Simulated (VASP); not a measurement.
# BaTiO3 (P4mm) in VASP: notebook

BaTiO3 is run at these levels: PBE; tasks: single point.

Everything below comes from runs of VASP 6.6.1. Logs are shortened: lines on timing, memory, paths and dates and some standing lists are left out, and cuts for length are marked.

### Step 1. The cell of the first run

The structure is tetragonal, space group P4mm (No. 99). Conventional cell: a = 3.973 Å, b = 3.973 Å, c = 4.101 Å, α = 90.00°, β = 90.00°, γ = 90.00°. Within 3.7 Å of Ba (site symmetry 4mm) lie 12 O at 2.79 to 2.92 Å and 8 Ti at 3.44 to 3.52 Å. Ti (site symmetry 4mm) has 6 O at 1.83 to 2.27 Å within 2.4 Å. O (site symmetry 4mm) has 2 Ti at 1.83 to 2.27 Å within 2.4 Å. O (site symmetry 2mm) has 2 Ti at 1.99 Å within 2.6 Å.

### Step 2. Single point, PBE (12.95 Å³/atom)

Input file INCAR:

```
SYSTEM = BaTiO3
PREC     = Accurate       ! precision mode
ENCUT    = 520            ! plane-wave cutoff, eV
EDIFF    = 1E-6           ! SCF threshold, eV
ISMEAR   = 0              ! smearing method
SIGMA    = 0.02           ! smearing width, eV
LREAL    = .False.        ! projectors in reciprocal space
LASPH    = .True.         ! aspherical terms in the spheres
NELM     = 80             ! most SCF steps
ALGO     = Normal         ! electronic algorithm
ISIF     = 2              ! what is computed and relaxed
LWAVE    = .False.        ! write WAVECAR
LCHARG   = .False.        ! write CHGCAR
GGA      = PE             ! functional
NBANDS   = 28             ! bands
```

Input file KPOINTS:

```
regular mesh
0
Gamma
  8 8 8
  0 0 0
```

Input file POSCAR:

```
BaTiO3
1.0
    3.9732147976      0.0000000000      0.0000000000
    0.0000000000      3.9732147976      0.0000000000
    0.0000000000      0.0000000000      4.1008972508
Ba Ti O
1 1 3
Direct
    0.0000000000      0.0000000000     -0.0042612115
    0.5000000000      0.5000000000      0.4787435980
    0.5000000000      0.5000000000      0.0320673266
    0.5000000000      0.0000000000      0.5182251434
    0.0000000000      0.5000000000      0.5182251434
```

Potentials or basis: VASP PAW PBE potentials, release 64 (Ba_sv, Ti_sv, O).

Command:

```bash
$ cat potpaw_PBE.64/Ba_sv/POTCAR potpaw_PBE.64/Ti_sv/POTCAR potpaw_PBE.64/O/POTCAR > POTCAR
$ mpirun -np 1 vasp_std > vasp.out
```

OUTCAR:

```text
SYSTEM = BaTiO3
   PREC = Accurate
   ENCUT = 520
   EDIFF = 1E-6
   ISMEAR = 0
   LREAL = .False.
   LASPH = .True.
   NELM = 80
   ISIF = 2
   GGA = PE

 ion  position               nearest neighbor table
   1  0.000  0.000  0.996-   4 2.79   5 2.79   5 2.79   4 2.79   3 2.81   3 2.81   3 2.81   3 2.81
                             4 2.92   5 2.92   5 2.92   4 2.92   2 3.44   2 3.44   2 3.44   2 3.44
   2  0.500  0.500  0.479-   3 1.83   4 1.99   5 1.99   4 1.99   5 1.99   3 2.27   1 3.44   1 3.44
                             1 3.44   1 3.44   1 3.52   1 3.52   1 3.52   1 3.52
   3  0.500  0.500  0.032-   2 1.83   2 2.27   1 2.81   1 2.81   1 2.81   1 2.81
   4  0.500  0.000  0.518-   2 1.99   2 1.99   1 2.79   1 2.79   1 2.92   1 2.92
   5  0.000  0.500  0.518-   2 1.99   2 1.99   1 2.79   1 2.79   1 2.92   1 2.92

  LATTYP: Found a simple tetragonal cell.
 ALAT       =     3.9732147976
 C/A-ratio  =     1.0321358043

  Lattice vectors:

 A1 = (   3.9732147976,   0.0000000000,   0.0000000000)
 A2 = (   0.0000000000,   3.9732147976,   0.0000000000)
 A3 = (   0.0000000000,   0.0000000000,   4.1008972508)

Analysis of symmetry for initial positions (statically):
=====================================================================
 Subroutine PRICEL returns:
 Original cell was already a primitive cell.

 Routine SETGRP: Setting up the symmetry group for a
 simple tetragonal supercell.

 Subroutine GETGRP returns: Found  8 space group operations
 (whereof  8 operations were pure point group operations)
 out of a pool of 16 trial point group operations.

The static configuration has the point symmetry C_4v.

Analysis of symmetry for dynamics (positions and initial velocities):
=====================================================================
 Subroutine PRICEL returns:
 Original cell was already a primitive cell.

 Routine SETGRP: Setting up the symmetry group for a
 simple tetragonal supercell.

 Subroutine GETGRP returns: Found  8 space group operations
 (whereof  8 operations were pure point group operations)
 out of a pool of 16 trial point group operations.

The dynamic configuration has the point symmetry C_4v.

 Subroutine INISYM returns: Found  8 space group operations
 (whereof  8 operations are pure point group operations),
 and found     1 'primitive' translations

----------------------------------------------------------------------------------------

                                     Primitive cell

  volume of cell :      64.7386

  direct lattice vectors                    reciprocal lattice vectors
     3.973214798  0.000000000  0.000000000     0.251685361  0.000000000  0.000000000
     0.000000000  3.973214798  0.000000000     0.000000000  0.251685361  0.000000000
     0.000000000  0.000000000  4.100897251     0.000000000  0.000000000  0.243849075

  length of vectors
     3.973214798  3.973214798  4.100897251     0.251685361  0.251685361  0.243849075

  position of ions in fractional coordinates (direct lattice)
     0.000000000  0.000000000  0.995738788
     0.500000000  0.500000000  0.478743598
     0.500000000  0.500000000  0.032067327
     0.500000000  0.000000000  0.518225143
     0.000000000  0.500000000  0.518225143

  ion indices of the primitive-cell ions
   primitive index   ion index
                 1           1
                 2           2
                 3           3
                 4           4
                 5           5

----------------------------------------------------------------------------------------

 KPOINTS: regular mesh

Automatic generation of k-mesh.
 Grid dimensions read from file:
 generate k-points for:    8    8    8

 Generating k-lattice:

  Cartesian coordinates                     Fractional coordinates (reciprocal lattice)
     0.031460670  0.000000000  0.000000000     0.125000000  0.000000000  0.000000000
     0.000000000  0.031460670  0.000000000     0.000000000  0.125000000  0.000000000
     0.000000000  0.000000000  0.030481134     0.000000000  0.000000000  0.125000000

  Length of vectors
     0.031460670  0.031460670  0.030481134

  Shift w.r.t. Gamma in fractional coordinates (k-lattice)
     0.000000000  0.000000000  0.000000000

 Subroutine IBZKPT returns following result:
 ===========================================

 Found     75 irreducible k-points:

 Following reciprocal coordinates:
            Coordinates               Weight
  0.000000  0.000000  0.000000      1.000000
  0.125000  0.000000  0.000000      4.000000
  0.250000  0.000000  0.000000      4.000000
  0.375000  0.000000  0.000000      4.000000
  0.500000  0.000000  0.000000      2.000000
  0.125000  0.125000  0.000000      4.000000
[... 16 lines left out ...]
  0.375000  0.125000  0.125000     16.000000
  0.500000  0.125000  0.125000      8.000000
 [... further k-points ...]
   k-points           NKPTS =     75   k-points in BZ     NKDIM =     75   number of bands    NBANDS=     28
   number of dos      NEDOS =    301   number of ions     NIONS =      5
   total plane-waves  NPLWV =  27000
   dimension x,y,z NGX =    30 NGY =   30 NGZ =   30
   dimension x,y,z NGXF=    60 NGYF=   60 NGZF=   60
   ions per type =               1   1   3
   NGX,Y,Z   is equivalent  to a cutoff of  12.55, 12.55, 12.16 a.u.
   NGXF,Y,Z  is equivalent  to a cutoff of  25.11, 25.11, 24.32 a.u.
 SYSTEM =  BaTiO3
   PREC   = accura    normal or accurate (medium, high low for compatibility)
   ISTART =      0    job   : 0-new  1-cont  2-samecut
   ICHARG =      2    charge: 1-file 2-atom 10-const
   ISPIN  =      1    spin polarized calculation?
   LNONCOLLINEAR =      F non collinear calculations
   LSORBIT =      F    spin-orbit coupling
   LASPH  =      T    aspherical Exc in radial PAW
   ENCUT  =  520.0 eV  38.22 Ry    6.18 a.u.   7.39  7.39  7.62*2*pi/ulx,y,z
   NELM   =     80;   NELMIN=  2; NELMDL= -5     # of ELM steps
   EDIFF  = 0.1E-05   stopping-criterion for ELM
   LREAL  =      F    real-space projection
   EDIFFG = 0.1E-04   stopping-criterion for IOM
   NSW    =      0    number of steps for IOM
   IBRION =     -1    ionic relax: 0-MD 1-quasi-New 2-CG
   NFREE  =      0    steps in history (QN), initial steepest desc. (CG)
   ISIF   =      2    stress and relaxation
   ISYM   =      2    0-nonsym 1-usesym 2-fastsym
   POTIM  = 0.5000    time-step for ionic-motion
   TEBEG  =    0.0;   TEEND  =   0.0 temperature during run
   PSTRESS=    0.0 pullay stress
   NELECT =      40.0000    total number of electrons
   NUPDOWN=      -1.0000    fix difference up-down
   EMIN   =  10.00;   EMAX   =-10.00  energy-range for DOS
   EFERMI =   0.00;   METHOD = LEGACY
   ISMEAR =     0;   SIGMA  =   0.02  broadening in eV -4-tet -1-fermi 0-gaus
   EFERMI_NEDOS =   21; number of points for ismear=-14 and -15
   IALGO  =     38    algorithm
   IMIX   =      4    mixing-type and parameters
     AMIX     =   0.40;   BMIX     =  1.00
     AMIX_MAG =   1.60;   BMIX_MAG =  1.00
  volume/ion in A,a.u.               =      12.95        87.38
  Fermi-wavevector in a.u.,A,eV,Ry     =   1.394357  2.634952 26.452857  1.944230
  Thomas-Fermi vector in A             =   2.517914
   LORBIT       =      0    0 simple, 1 ext, 2 COOP (PROOUT), +10 PAW based schemes
   GGA     = PE    functional components
   LHFCALC =     F    Hartree Fock is set to
   AEXX    =    0.0000 exact exchange contribution
   IVDW    =     0    specifies the selected vdW correction
   LEPSILON=     F    determine dielectric tensor
   LRPA    =     F    only Hartree local field effects (RPA)
 non-spin polarized calculation
 Gauss-broadening in eV      SIGMA  =   0.02
  energy-cutoff  :      520.00
  volume of cell :       64.74
 maximum number of plane-waves:      1779
 NGX is ok and might be reduce to    30
   NGX = 15   NGY = 15   NGZ = 15

 number of electron      39.9999984 magnetization

 Free energy of the ion-electron system (eV)
  ---------------------------------------------------
  ext. energy  EPLUGINS =         0.00000000
  ---------------------------------------------------
  free energy    TOTEN  =       -40.00530226 eV

  energy without entropy =      -40.00530226  energy(sigma->0) =      -40.00530226

 E-fermi :   4.0403     XC(G=0): -11.1933

 val. band max:        3.8992818695   @ k =   0.5000   0.5000   0.5000
 cond. band min:       5.7042704281   @ k =   0.0000   0.0000   0.0000
 fundamental gap:      1.8049885587
 Fermi energy:         4.0402971967

 k-point     1 :       0.0000    0.0000    0.0000
  band No.  band energies     occupation
      1     -52.6774      2.00000
      2     -28.9813      2.00000
      3     -28.8880      2.00000
      4     -28.8880      2.00000
      5     -21.1152      2.00000
      6     -13.1094      2.00000
[... 20 lines left out ...]
     27       8.9722      0.00000
     28      10.9809      0.00000

 k-point     2 :       0.1250    0.0000    0.0000
  band No.  band energies     occupation
      1     -52.6772      2.00000
      2     -28.9810      2.00000
      3     -28.8964      2.00000
      4     -28.8877      2.00000
      5     -21.0976      2.00000
      6     -13.1174      2.00000
[... 20 lines left out ...]
     27       9.2730      0.00000
     28      11.3590      0.00000

 k-point     3 :       0.2500    0.0000    0.0000
  band No.  band energies     occupation
      1     -52.6768      2.00000
      2     -28.9802      2.00000
      3     -28.9166      2.00000
      4     -28.8869      2.00000
      5     -21.0548      2.00000
      6     -13.1821      2.00000
[... 20 lines left out ...]
     27      10.0219      0.00000
     28      12.0603      0.00000

 k-point     4 :       0.3750    0.0000    0.0000
  band No.  band energies     occupation
      1     -52.6764      2.00000
      2     -28.9793      2.00000
      3     -28.9367      2.00000
      4     -28.8861      2.00000
      5     -21.0111      2.00000
      6     -13.2868      2.00000
[... 20 lines left out ...]
     27      10.9180      0.00000
     28      11.9556      0.00000

 k-point     5 :       0.5000    0.0000    0.0000
  band No.  band energies     occupation
      1     -52.6762      2.00000
      2     -28.9790      2.00000
      3     -28.9449      2.00000
      4     -28.8858      2.00000
      5     -20.9927      2.00000
      6     -13.3364      2.00000
[... 20 lines left out ...]
     27      11.3776      0.00000
     28      11.9133      0.00000

 k-point     6 :       0.1250    0.1250    0.0000
  band No.  band energies     occupation
      1     -52.6770      2.00000
      2     -28.9806      2.00000
      3     -28.8962      2.00000
      4     -28.8958      2.00000
      5     -21.0810      2.00000
      6     -13.1129      2.00000
[... 463 lines left out ...]
      5     -21.0685      2.00000
      6     -13.0944      2.00000
[... 20 lines left out ...]
     27       9.7676      0.00000
     28      11.6479      0.00000

 k-point    22 :       0.2500    0.1250    0.1250
  band No.  band energies     occupation
      1     -52.6765      2.00000
      2     -28.9856      2.00000
      3     -28.9159      2.00000
      4     -28.8949      2.00000
      5     -21.0295      2.00000
      6     -13.1043      2.00000
[... 20 lines left out ...]
     27      10.4165      0.00000
     28      11.9958      0.00000

 k-point    23 :       0.3750    0.1250    0.1250
  band No.  band energies     occupation
      1     -52.6761      2.00000
      2     -28.9847      2.00000
      3     -28.9358      2.00000
      4     -28.8941      2.00000
      5     -20.9897      2.00000
      6     -13.1654      2.00000
[... 20 lines left out ...]
     27      11.2846      0.00000
     28      12.3395      0.00000

 k-point    24 :       0.5000    0.1250    0.1250
  band No.  band energies     occupation
      1     -52.6759      2.00000
      2     -28.9843      2.00000
      3     -28.9440      2.00000
      4     -28.8938      2.00000
      5     -20.9730      2.00000
      6     -13.2002      2.00000
[... 20 lines left out ...]
     27      11.6689      0.00000
     28      12.4896      0.00000

 [... further k-points ...]

------------------------ aborting loop because EDIFF is reached ----------------------------------------

  FORCE on cell =-STRESS in cart. coord.  units (eV):
  Direction    XX          YY          ZZ          XY          YZ          ZX
  --------------------------------------------------------------------------------------
  -------------------------------------------------------------------------------------
  Total        1.9931363      1.9931363      1.9616091      0.0000000      0.0000000      0.0000000
  in kB       49.3269888     49.3269888     48.5467394      0.0000000      0.0000000      0.0000000
  external PRESSURE =      49.0669057 kB  Pullay stress =       0.0000000 kB

 VOLUME and BASIS-vectors are now :
 -----------------------------------------------------------------------------
  energy-cutoff  :      520.00
  volume of cell :       64.74
      direct lattice vectors                 reciprocal lattice vectors
     3.973214798  0.000000000  0.000000000     0.251685361  0.000000000  0.000000000
     0.000000000  3.973214798  0.000000000     0.000000000  0.251685361  0.000000000
     0.000000000  0.000000000  4.100897251     0.000000000  0.000000000  0.243849075

 POSITION                                       TOTAL-FORCE (eV/Angst)
 -----------------------------------------------------------------------------------
      0.00000      0.00000      4.08342        -0.000000     -0.000000      0.037160
      1.98661      1.98661      1.96328        -0.000000      0.000000      0.069596
      1.98661      1.98661      0.13150        -0.000000      0.000000     -0.069772
      1.98661      0.00000      2.12519        -0.000000     -0.000000     -0.018492
      0.00000      1.98661      2.12519         0.000000     -0.000000     -0.018492
 -----------------------------------------------------------------------------------
    total drift:                                0.000000      0.000000      0.000327

  FREE ENERGIE OF THE ION-ELECTRON SYSTEM (eV)
  ---------------------------------------------------
  free  energy   TOTEN  =       -40.0053022630 eV

  energy  without entropy=      -40.0053022630  energy(sigma->0) =      -40.00530226
```

It took 2.3 min on 1 thread of Intel Xeon 6975P-C (Granite Rapids), shared host; peak memory 0.26 GiB.

Results:

```yaml
Free_energy: -40.0053 eV
Pressure: 4.9 GPa
Largest_force: 0.070 eV/Å
Band_gap_on_the_k_mesh: 1.80 eV (least direct gap 2.28 eV)
```

Forces on the atoms (eV/Å):
```
Ba   0.000  0.000  0.037
Ti   0.000  0.000  0.070
O    0.000  0.000 -0.070
O    0.000  0.000 -0.018
O    0.000  0.000 -0.018
```

Caveat: the cell stands under pressure; spin-orbit coupling is left out, which moves the levels of the heavy elements. A k mesh can miss the band edges.

[end of part 1 of 2]
